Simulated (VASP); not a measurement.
# PH3Ru16 in VASP: single point with PBE+D3(BJ)

Aim: the single point of PH3Ru16 with PBE+D3(BJ).

Everything below comes from runs of VASP 6.6.1. Logs are shortened: lines on timing, memory, paths and dates and some standing lists are left out, and cuts for length are marked.

**1. The cell of the first run**

The cell holds a slab with vacuum, 20 atoms: a = 5.400 Å, b = 5.400 Å, c = 22.915 Å, α = 90.00°, β = 90.00°, γ = 60.00°.

**2. Single point, PBE+D3(BJ)**

File INCAR:

```
PREC = Accurate ; ENCUT = 400
EDIFF = 1E-6 ; ISMEAR = 1
SIGMA = 0.1 ; LREAL = F
LASPH = T ; NELM = 120
ALGO = Normal ; ISIF = 2
LWAVE = F ; LCHARG = F
GGA = PE ; IVDW = 12
NBANDS = 132 ; GGA_COMPAT = F
NELMDL = -8
```

File KPOINTS:

```
regular mesh
0
Gamma
  2 2 1
```

File POSCAR:

```
PH3Ru16
1.0
    5.4000000000      0.0000000000      0.0000000000
    2.7000000000      4.6765371804      0.0000000000
    0.0000000000      0.0000000000     22.9152000000
Ru P H
16 1 3
Direct
    0.8333333300      0.3333333300      0.1090978900
    0.3333333300      0.3333333300      0.1090978900
    0.8333333300      0.8333333300      0.1090978900
    0.3333333300      0.8333333300      0.1090978900
    0.0000000000      0.0000000000      0.2024158600
    0.5000000000      0.0000000000      0.2024158600
    0.0000000000      0.5000000000      0.2024158600
    0.5000000000      0.5000000000      0.2024158600
    0.8317215200      0.3353042100      0.2951511200
    0.3333450100      0.3333424700      0.2942299200
    0.8329658200      0.8318203600      0.2951563200
    0.3353345300      0.8329583300      0.2951449400
    0.0000788800     -0.0000183800      0.3884127700
    0.4994437900      0.0011509500      0.3856124800
    0.0011262600      0.4994666300      0.3855982400
    0.4995266400      0.4993931500      0.3856012600
    0.0000996100     -0.0002588600      0.4877479300
    0.9346977000      0.2530240200      0.5192977600
    0.8121750900      0.9342147800      0.5192395300
    0.2534233700      0.8117707700      0.5192733900
```

Potentials or basis: VASP PAW PBE potentials, release 64 (Ru_pv, P, H).

Run with:

```console
$ cat potpaw_PBE.64/Ru_pv/POTCAR potpaw_PBE.64/P/POTCAR potpaw_PBE.64/H/POTCAR > POTCAR
$ mpirun -np 1 vasp_std > vasp.out
```

OUTCAR:

```text
PREC = Accurate
   ENCUT = 400
   EDIFF = 1E-6
   ISMEAR = 1
   LREAL = F
   LASPH = T
   NELM = 120
   ISIF = 2
   GGA = PE
   IVDW = 12
   NELMDL = -8
 IVDW          = 12

 ion  position               nearest neighbor table
   1  0.833  0.333  0.109-   5 2.65   8 2.65   7 2.65   3 2.70   3 2.70   4 2.70   4 2.70   2 2.70
                             2 2.70
   2  0.333  0.333  0.109-   6 2.65   7 2.65   8 2.65   4 2.70   3 2.70   4 2.70   3 2.70   1 2.70
                             1 2.70
   3  0.833  0.833  0.109-   7 2.65   6 2.65   5 2.65   1 2.70   1 2.70   2 2.70   2 2.70   4 2.70
                             4 2.70
   4  0.333  0.833  0.109-   8 2.65   5 2.65   6 2.65   2 2.70   1 2.70   2 2.70   1 2.70   3 2.70
                             3 2.70
   5  0.000  0.000  0.202-  11 2.64  12 2.64   9 2.64   1 2.65   4 2.65   3 2.65   7 2.70   7 2.70
                             8 2.70   8 2.70   6 2.70   6 2.70
   6  0.500  0.000  0.202-  10 2.62  12 2.63  11 2.63   2 2.65   3 2.65   4 2.65   8 2.70   7 2.70
                             8 2.70   7 2.70   5 2.70   5 2.70
   7  0.000  0.500  0.202-  10 2.62  11 2.63   9 2.63   3 2.65   2 2.65   1 2.65   5 2.70   5 2.70
                             6 2.70   6 2.70   8 2.70   8 2.70
   8  0.500  0.500  0.202-  10 2.62   9 2.63  12 2.63   4 2.65   1 2.65   2 2.65   6 2.70   5 2.70
                             6 2.70   5 2.70   7 2.70   7 2.70
   9  0.832  0.335  0.295-  16 2.59  15 2.59   8 2.63   7 2.63   5 2.64  13 2.65  12 2.68  11 2.68
                            10 2.70  10 2.70  11 2.72  12 2.72
  10  0.333  0.333  0.294-  15 2.61  16 2.61  14 2.61   8 2.62   6 2.62   7 2.62   9 2.70  12 2.70
                            11 2.70  11 2.70  12 2.70   9 2.70
  11  0.833  0.832  0.295-  15 2.59  14 2.59   7 2.63   6 2.63   5 2.64  13 2.65  12 2.68   9 2.68
                            10 2.70  10 2.70   9 2.72  12 2.72
  12  0.335  0.833  0.295-  14 2.59  16 2.59   6 2.63   8 2.63   5 2.64  13 2.65   9 2.68  11 2.68
                            10 2.70  10 2.70  11 2.72   9 2.72
  13  0.000  1.000  0.388-  17 2.28  11 2.65  12 2.65   9 2.65  14 2.70  16 2.70  15 2.70  15 2.70
                            16 2.70  14 2.70
  14  0.499  0.001  0.386-  12 2.59  11 2.59  10 2.61  16 2.69  15 2.69  13 2.70  13 2.70  15 2.71
                            16 2.71
  15  0.001  0.499  0.386-  11 2.59   9 2.59  10 2.61  14 2.69  16 2.69  13 2.70  13 2.70  16 2.71
                            14 2.71
  16  0.500  0.499  0.386-   9 2.59  12 2.59  10 2.61  14 2.69  15 2.69  13 2.70  13 2.70  15 2.71
                            14 2.71
  17  0.000  1.000  0.488-  19 1.43  20 1.43  18 1.43  13 2.28
  18  0.935  0.253  0.519-  17 1.43
  19  0.812  0.934  0.519-  17 1.43
  20  0.253  0.812  0.519-  17 1.43

  LATTYP: Found a hexagonal cell.
 ALAT       =     5.4000000000
 C/A-ratio  =     4.2435555556

  Lattice vectors:

 A1 = (  -2.7000000000,  -4.6765371804,   0.0000000000)
 A2 = (   5.4000000000,   0.0000000000,   0.0000000000)
 A3 = (   0.0000000000,   0.0000000000,  22.9152000000)

Analysis of symmetry for initial positions (statically):
=====================================================================
 Subroutine PRICEL returns:
 Original cell was already a primitive cell.

 Routine SETGRP: Setting up the symmetry group for a
 hexagonal supercell.

 Subroutine GETGRP returns: Found  1 space group operations
 (whereof  1 operations were pure point group operations)
 out of a pool of 24 trial point group operations.

The static configuration has the point symmetry C_1 .

Analysis of symmetry for dynamics (positions and initial velocities):
=====================================================================
 Subroutine PRICEL returns:
 Original cell was already a primitive cell.

 Routine SETGRP: Setting up the symmetry group for a
 hexagonal supercell.

 Subroutine GETGRP returns: Found  1 space group operations
 (whereof  1 operations were pure point group operations)
 out of a pool of 24 trial point group operations.

The dynamic configuration has the point symmetry C_1 .

 Subroutine INISYM returns: Found  1 space group operations
 (whereof  1 operations are pure point group operations),
 and found     1 'primitive' translations

----------------------------------------------------------------------------------------

                                     Primitive cell

  volume of cell :     578.6844

  direct lattice vectors                    reciprocal lattice vectors
     5.400000000  0.000000000  0.000000000     0.185185185 -0.106916717  0.000000000
     2.700000000  4.676537180  0.000000000     0.000000000  0.213833433  0.000000000
     0.000000000  0.000000000 22.915200000     0.000000000  0.000000000  0.043639157

  length of vectors
     5.400000000  5.400000000 22.915200000     0.213833433  0.213833433  0.043639157

  position of ions in fractional coordinates (direct lattice)
     0.833333330  0.333333330  0.109097890
     0.333333330  0.333333330  0.109097890
     0.833333330  0.833333330  0.109097890
     0.333333330  0.833333330  0.109097890
     0.000000000  0.000000000  0.202415860
     0.500000000  0.000000000  0.202415860
[... 12 lines left out ...]
     0.812175090  0.934214780  0.519239530
     0.253423370  0.811770770  0.519273390

  ion indices of the primitive-cell ions
   primitive index   ion index
                 1           1
                 2           2
                 3           3
                 4           4
                 5           5
                 6           6
[... 12 lines left out ...]
                19          19
                20          20

----------------------------------------------------------------------------------------

 KPOINTS: regular mesh

Automatic generation of k-mesh.
 Grid dimensions read from file:
 generate k-points for:    2    2    1

 Generating k-lattice:

  Cartesian coordinates                     Fractional coordinates (reciprocal lattice)
     0.092592593 -0.053458358  0.000000000     0.500000000  0.000000000  0.000000000
     0.000000000  0.106916717  0.000000000     0.000000000  0.500000000  0.000000000
     0.000000000  0.000000000  0.043639157     0.000000000  0.000000000  1.000000000

  Length of vectors
     0.106916717  0.106916717  0.043639157

  Shift w.r.t. Gamma in fractional coordinates (k-lattice)
     0.000000000  0.000000000  0.000000000

 Subroutine IBZKPT returns following result:
 ===========================================

 Found      4 irreducible k-points:

 Following reciprocal coordinates:
            Coordinates               Weight
  0.000000  0.000000  0.000000      1.000000
  0.500000  0.000000  0.000000      1.000000
  0.500000  0.500000  0.000000      1.000000
  0.000000  0.500000  0.000000      1.000000
   k-points           NKPTS =      4   k-points in BZ     NKDIM =      4   number of bands    NBANDS=    132
   number of dos      NEDOS =    301   number of ions     NIONS =     20
   total plane-waves  NPLWV = 194400
   dimension x,y,z NGX =    36 NGY =   36 NGZ =  150
   dimension x,y,z NGXF=    72 NGYF=   72 NGZF=  300
   ions per type =              16   1   3
   NGX,Y,Z   is equivalent  to a cutoff of  11.08, 11.08, 10.88 a.u.
   NGXF,Y,Z  is equivalent  to a cutoff of  22.17, 22.17, 21.76 a.u.
 SYSTEM =  unknown system
   PREC   = accura    normal or accurate (medium, high low for compatibility)
   ISTART =      0    job   : 0-new  1-cont  2-samecut
   ICHARG =      2    charge: 1-file 2-atom 10-const
   ISPIN  =      1    spin polarized calculation?
   LNONCOLLINEAR =      F non collinear calculations
   LSORBIT =      F    spin-orbit coupling
   LASPH  =      T    aspherical Exc in radial PAW
   ENCUT  =  400.0 eV  29.40 Ry    5.42 a.u.   8.81  8.81 37.37*2*pi/ulx,y,z
   NELM   =    120;   NELMIN=  2; NELMDL= -8     # of ELM steps
   EDIFF  = 0.1E-05   stopping-criterion for ELM
   LREAL  =      F    real-space projection
   EDIFFG = 0.1E-04   stopping-criterion for IOM
   NSW    =      0    number of steps for IOM
   IBRION =     -1    ionic relax: 0-MD 1-quasi-New 2-CG
   NFREE  =      0    steps in history (QN), initial steepest desc. (CG)
   ISIF   =      2    stress and relaxation
   ISYM   =      2    0-nonsym 1-usesym 2-fastsym
   POTIM  = 0.5000    time-step for ionic-motion
   TEBEG  =    0.0;   TEEND  =   0.0 temperature during run
   PSTRESS=    0.0 pullay stress
   NELECT =     232.0000    total number of electrons
   NUPDOWN=      -1.0000    fix difference up-down
   EMIN   =  10.00;   EMAX   =-10.00  energy-range for DOS
   EFERMI =   0.00;   METHOD = LEGACY
   ISMEAR =     1;   SIGMA  =   0.10  broadening in eV -4-tet -1-fermi 0-gaus
   EFERMI_NEDOS =   21; number of points for ismear=-14 and -15
   IALGO  =     38    algorithm
   IMIX   =      4    mixing-type and parameters
     AMIX     =   0.40;   BMIX     =  1.00
     AMIX_MAG =   1.60;   BMIX_MAG =  1.00
  volume/ion in A,a.u.               =      28.93       195.26
  Fermi-wavevector in a.u.,A,eV,Ry     =   1.207138  2.281160 19.826164  1.457182
  Thomas-Fermi vector in A             =   2.342784
   LORBIT       =      0    0 simple, 1 ext, 2 COOP (PROOUT), +10 PAW based schemes
   GGA     = PE    functional components
   LHFCALC =     F    Hartree Fock is set to
   AEXX    =    0.0000 exact exchange contribution
   IVDW    =    12    specifies the selected vdW correction
   LEPSILON=     F    determine dielectric tensor
   LRPA    =     F    only Hartree local field effects (RPA)
 non-spin polarized calculation
 Methfessel and Paxton  Order N= 1 SIGMA  =   0.10
  energy-cutoff  :      400.00
  volume of cell :      578.68
 maximum number of plane-waves:     10544
 NGX is ok and might be reduce to    36
   NGX = 17   NGY = 17   NGZ = 75

 number of electron     231.9999916 magnetization

 Free energy of the ion-electron system (eV)
  ---------------------------------------------------
  ext. energy  EPLUGINS =         0.00000000
  ---------------------------------------------------
  free energy    TOTEN  =      -156.92203996 eV

  energy without entropy =     -156.88202571  energy(sigma->0) =     -156.90870188

 E-fermi :   2.6934     XC(G=0):  -6.7249

 val. band max:        2.6758821492   @ k =   0.5000   0.0000   0.0000
 cond. band min:       2.7369472381   @ k =   0.5000   0.0000   0.0000
 fundamental gap:      0.0610650889
 Fermi energy:         2.6934275623

 k-point     1 :       0.0000    0.0000    0.0000
  band No.  band energies     occupation
      1     -40.9286      2.00000
      2     -40.8608      2.00000
      3     -40.8606      2.00000
      4     -40.8538      2.00000
      5     -40.8140      2.00000
      6     -40.8026      2.00000
[... 120 lines left out ...]
    127       4.2590     -0.00000
    128       4.4362     -0.00000

 k-point     2 :       0.5000    0.0000    0.0000
  band No.  band energies     occupation
      1     -40.7998      2.00000
      2     -40.7793      2.00000
      3     -40.7313      2.00000
      4     -40.7234      2.00000
      5     -40.7010      2.00000
      6     -40.6921      2.00000
[... 120 lines left out ...]
    127       3.5908     -0.00000
    128       3.6500     -0.00000

 k-point     3 :       0.5000    0.5000    0.0000
  band No.  band energies     occupation
      1     -40.7997      2.00000
      2     -40.7794      2.00000
      3     -40.7312      2.00000
      4     -40.7234      2.00000
      5     -40.7010      2.00000
      6     -40.6921      2.00000
[... 120 lines left out ...]
    127       3.5907     -0.00000
    128       3.6503     -0.00000

 k-point     4 :       0.0000    0.5000    0.0000
  band No.  band energies     occupation
      1     -40.7998      2.00000
      2     -40.7793      2.00000
      3     -40.7313      2.00000
      4     -40.7234      2.00000
      5     -40.7010      2.00000
      6     -40.6922      2.00000
[... 120 lines left out ...]
    127       3.5906     -0.00000
    128       3.6503     -0.00000
 [bands above 128 left out]

------------------------ aborting loop because EDIFF is reached ----------------------------------------

 Edisp (eV)   -7.95985

 E8    (eV) :    -3.7006

  FORCE on cell =-STRESS in cart. coord.  units (eV):
  Direction    XX          YY          ZZ          XY          YZ          ZX
  --------------------------------------------------------------------------------------
  -------------------------------------------------------------------------------------
  Total     -12.71685   -12.71956   -10.41982    -0.00462    -0.00034    -0.01045
  in kB     -35.20857   -35.21607   -28.84888    -0.01279    -0.00095    -0.02895
  external pressure =      -33.09 kB  Pullay stress =        0.00 kB

 VOLUME and BASIS-vectors are now :
 -----------------------------------------------------------------------------
  energy-cutoff  :      400.00
  volume of cell :      578.68
      direct lattice vectors                 reciprocal lattice vectors
     5.400000000  0.000000000  0.000000000     0.185185185 -0.106916717  0.000000000
     2.700000000  4.676537180  0.000000000     0.000000000  0.213833433  0.000000000
     0.000000000  0.000000000 22.915200000     0.000000000  0.000000000  0.043639157

 POSITION                                       TOTAL-FORCE (eV/Angst)
 -----------------------------------------------------------------------------------
      5.40000      1.55885      2.50000         0.025126      0.026521      0.886622
      2.70000      1.55885      2.50000         0.000662      0.000703      0.877952
      6.75000      3.89711      2.50000        -0.035095      0.009533      0.886575
      4.05000      3.89711      2.50000         0.009434     -0.036584      0.886038
      0.00000      0.00000      4.63840         0.000527     -0.000355     -0.860348
      2.70000      0.00000      4.63840        -0.057872      0.141952     -1.018643
[... 12 lines left out ...]
      6.90813      4.36889     11.89848         0.004022     -0.006447     -0.008336
      3.56027      3.79628     11.89925         0.004022      0.006680     -0.009517
 -----------------------------------------------------------------------------------
    total drift:                                0.000053      0.000028      0.010077

  FREE ENERGIE OF THE ION-ELECTRON SYSTEM (eV)
  ---------------------------------------------------
  free  energy   TOTEN  =      -164.8818888390 eV

  energy  without entropy=     -164.8418745865  energy(sigma->0) =     -164.86855075
```

Run time: 18 min. Hardware: 1 thread of Oxide Virtual Turin-like, shared host; peak memory 0.52 GiB.

Results:

| Quantity | Value |
| --- | --- |
| Free energy | -164.8819 eV |
| Largest force | 1.031 eV/Å |
| Band gap on the k mesh | zero (bands 116 and 117 overlap by 1.02 eV) |
| Dispersion energy per atom | -0.398 eV |

Forces in eV/Å, atoms in the order of the input:
```
Ru   0.025  0.027  0.887
Ru   0.001  0.001  0.878
Ru  -0.035  0.010  0.887
Ru   0.009 -0.037  0.886
Ru   0.001  0.000 -0.860
Ru  -0.058  0.142 -1.019
Ru   0.152 -0.019 -1.018
Ru  -0.093 -0.121 -1.019
Ru  -0.132  0.137  0.240
Ru   0.000 -0.002  0.593
Ru  -0.053 -0.189  0.240
Ru   0.186  0.051  0.244
Ru   0.000  0.002 -0.412
Ru  -0.042  0.390 -0.189
Ru   0.355 -0.161 -0.185
Ru  -0.316 -0.229 -0.185
P    0.001  0.001  0.061
H   -0.009 -0.001 -0.009
H    0.004 -0.006 -0.008
H    0.004  0.007 -0.010
```

Levels at points of the mesh, in eV from the Fermi level:
```tsv
k point	band 116	band 117	band 118	band 119	band 120	band 121	band 122	band 123	band 124	band 125
(0.00, 0.00, 0.00)	0.95	0.95	0.99	0.99	1.20	1.20	1.41	1.41	1.44	1.56
(0.50, 0.00, 0.00)	-0.46	-0.07	-0.04	-0.02	-0.02	0.04	0.15	0.18	0.19	0.28
(0.50, 0.50, 0.00)	-0.46	-0.07	-0.04	-0.02	-0.02	0.04	0.15	0.18	0.19	0.28
(0.00, 0.50, 0.00)	-0.46	-0.07	-0.04	-0.02	-0.02	0.04	0.15	0.18	0.19	0.28
```

Caveat: the k points lie up to 0.67 Å⁻¹ apart, too coarse for converged energies and pressures of a metal; there is no dipole correction, which matters where the two faces differ.

The gap in the log of VASP goes by the Fermi energy; the results here count the filled bands.